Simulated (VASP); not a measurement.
Here is a VASP 6.6.1 calculation.

POSCAR

```
BN
1.0
    0.0000000000      1.7458259346      1.7458259346
    1.7458259346      0.0000000000      1.7458259346
    1.7458259346      1.7458259346      0.0000000000
B N
1 1
Direct
    0.0000000000      0.0000000000      0.0000000000
    0.5000000000      0.5000000000      0.5000000000
```

INCAR.step1

```
SYSTEM = BN
PREC = Accurate
ENCUT = 520
EDIFF = 1E-5
ISMEAR = 0
SIGMA = 0.01
LREAL = .FALSE.
LASPH = .TRUE.
NELM = 60
ALGO = Normal
ISIF = 2
LWAVE = .TRUE.
LCHARG = .FALSE.
NBANDS = 11
GGA = PE
```

The input INCAR.step2:

```
SYSTEM = BN
PREC = Accurate
ENCUT = 520
EDIFF = 1E-6
ISMEAR = 0
SIGMA = 0.01
LREAL = .FALSE.
LASPH = .TRUE.
NELM = 60
ALGO = Normal
ISIF = 2
LWAVE = .FALSE.
LCHARG = .FALSE.
GGA = PE
LHFCALC = .TRUE.
AEXX = 1.0
HFSCREEN = 0.2078
PRECFOCK = Normal
NBANDS = 11
ISTART = 1
ALDAC = 1.0
AGGAC = 1.0
```

File KPOINTS:

```
regular mesh
0
G
  6 6 6
  0 0 0
```

Potentials or basis: VASP PAW PBE potentials, release 64 (B, N).

The run is started by

```bash
$ cat potpaw_PBE.64/B/POTCAR potpaw_PBE.64/N/POTCAR > POTCAR
$ cp INCAR.step1 INCAR
$ mpirun -np 1 vasp_std > vasp.out
$ cp INCAR.step2 INCAR
$ mpirun -np 1 vasp_std > vasp.out
```

(1) What does it give for the band gap on the k mesh?

(2) Estimate the pressure.

Answers

(1) 5.69 eV, indirect (least direct gap 11.93 eV).

(2) -39.8 GPa.

Caveat: the k points lie up to 0.52 Å⁻¹ apart; the PAW data sets were made with another functional, which shifts forces and pressure a little.
